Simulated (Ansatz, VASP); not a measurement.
## One calculation of BeTe, two programs

INCAR

```
ALGO = Normal
EDIFF = 1E-7
ENCUT = 520
GGA = PE
ISIF = 2
ISMEAR = 0
LASPH = T
LCHARG = F
LREAL = F
LWAVE = F
NBANDS = 11
NELM = 80
PREC = Accurate
SIGMA = 0.05
```

The input KPOINTS:

```
k-points
0
Gamma
  8 8 8
```

File POSCAR:

```
BeTe
1.0
    0.0000000000      2.6869000000      2.8531000000
    2.6869000000      0.0000000000      2.8531000000
    2.6869000000      2.6869000000      0.0000000000
Be Te
1 1
Direct
    0.0000000000      0.0000000000      0.0000000000
    0.7500000000      0.7500000000      0.7500000000
```

Input for Ansatz:

```yaml
crystal:
  lattice:
    - [0.0, 2.6869, 2.8531]
    - [2.6869, 0.0, 2.8531]
    - [2.6869, 2.6869, 0.0]
  atoms:
    - { symbol: Be, position: [0.0, 0.0, 0.0] }
    - { symbol: Te, position: [0.75, 0.75, 0.75] }
basis:
  ecutwfc: 420
kpoints:
  mp_grid: { grid: [8, 8, 8] }
hamiltonian:
  xc: pbe
scf:
  occupations: { method: gaussian, width: 0.05 }
output:
  forces: true
  stress: true
  eigenvalues: true
```

Change from the starting cell: strain -0.030 along x and y, +0.030 along z, atoms carried along.

Alike in both runs: task single point; functional PBE; k mesh 8 × 8 × 8; occupations gaussian, width 0.05 eV; no spin polarisation.

|  | VASP | Ansatz |
| --- | --- | --- |
| version | VASP 6.6.1 | Ansatz 0.2.0 |
| potentials or method | VASP PAW PBE potentials, release 64 (Be, Te), cutoff 520 eV | scalar-relativistic, plane waves, PAW |
| valence electrons in the cell | 8 | 18 |

|  | VASP | Ansatz | Ansatz less VASP |
| --- | --- | --- | --- |
| gap on the k mesh at the Fermi level (eV) | 1.49 | 1.51 | +0.017 |
| least direct gap on the mesh (eV) | 3.38 | 3.41 | +0.023 |
| pressure (GPa) | 6.9 | 6.7 | -0.20 |
| traceless stress, the component that is largest in VASP (GPa) | -2.87 | -2.89 | -0.013 |

The functional is the same, so the differences come from potentials, cutoffs and numerics. VASP's potentials hold 8 valence electrons a cell and Ansatz's 18, so a difference there can come from the potentials and not from the codes.

Spin-orbit coupling is off throughout.
